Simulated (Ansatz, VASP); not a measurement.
**Pb: VASP beside Ansatz**

```
CELL_PARAMETERS angstrom
0.00000 2.42996 2.55146
2.42996 0.00000 2.55146
2.42996 2.42996 0.00000
ATOMIC_POSITIONS crystal
Pb 0.00000 0.00000 0.00000
```

Alike in both runs: task single point; functional PBE; k mesh 18 × 18 × 18; occupations gaussian, width 0.15 eV; no spin polarisation.

|  | VASP | Ansatz |
| --- | --- | --- |
| version | VASP 6.6.1 | Ansatz 0.2.0 |
| potentials or method | VASP PAW PBE potentials, release 64 (Pb_d), cutoff 520 eV | scalar-relativistic, plane waves, PAW |
| valence electrons in the cell | 14 | 14 |

|  | VASP | Ansatz | Ansatz less VASP |
| --- | --- | --- | --- |
| gap on the k mesh at the Fermi level (eV) | none | none | - |
| pressure (GPa) | 2.7 | 2.8 | +0.02 |
| traceless stress, the component that is largest in VASP (GPa) | -0.19 | -0.19 | 0.000 |

A gap of «none» marks a metal or a gap that the smearing closes.

Spin-orbit coupling is off throughout.
